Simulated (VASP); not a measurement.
Here is a VASP 6.6.1 calculation.

Contents of POSCAR:

```
CdO
1.0
    0.0000000000      2.3530040406      2.3530040406
    2.3530040406      0.0000000000      2.3530040406
    2.3530040406      2.3530040406      0.0000000000
Cd O
1 1
Direct
    0.0000000000      0.0000000000      0.0000000000
    0.5000000000      0.5000000000      0.5000000000
```

Contents of INCAR.step1:

```
ALGO = Normal
EDIFF = 1E-5
ENCUT = 770
GGA = PE
GGA_COMPAT = False
ISMEAR = -1
LASPH = True
LCHARG = False
LREAL = False
LWAVE = True
NBANDS = 20
NELM = 120
PREC = Accurate
SIGMA = 0.02
```

File INCAR.step2:

```
ALGO = Normal
EDIFF = 1E-6
ENCUT = 770
GGA_COMPAT = False
ISIF = 2
ISMEAR = -1
ISTART = 1
LASPH = True
LCHARG = False
LMIXTAU = True
LREAL = False
LWAVE = False
METAGGA = R2SCAN
NBANDS = 20
NELM = 120
PREC = Accurate
SIGMA = 0.02
```

KPOINTS

```
k-points
0
Gamma
  10 10 10
```

Potentials or basis: VASP PAW PBE potentials, release 64 (Cd_sv_GW, O).

Run with:

```sh
$ cat potpaw_PBE.64/Cd_sv_GW/POTCAR potpaw_PBE.64/O/POTCAR > POTCAR
$ cp INCAR.step1 INCAR
$ mpirun -np 1 vasp_std > vasp.out
$ cp INCAR.step2 INCAR
$ mpirun -np 1 vasp_std > vasp.out
```

Problem. What does it give for the band gap on the k mesh?

Solution. 0.10 eV (least direct gap 1.46 eV).

Problem. Predict the pressure.

Solution. -0.4 GPa.

Caveat: semilocal functionals underestimate gaps, and a narrow one can read as zero; the PAW data sets were made with another functional, which shifts forces and pressure a little. A k mesh can miss the band edges.
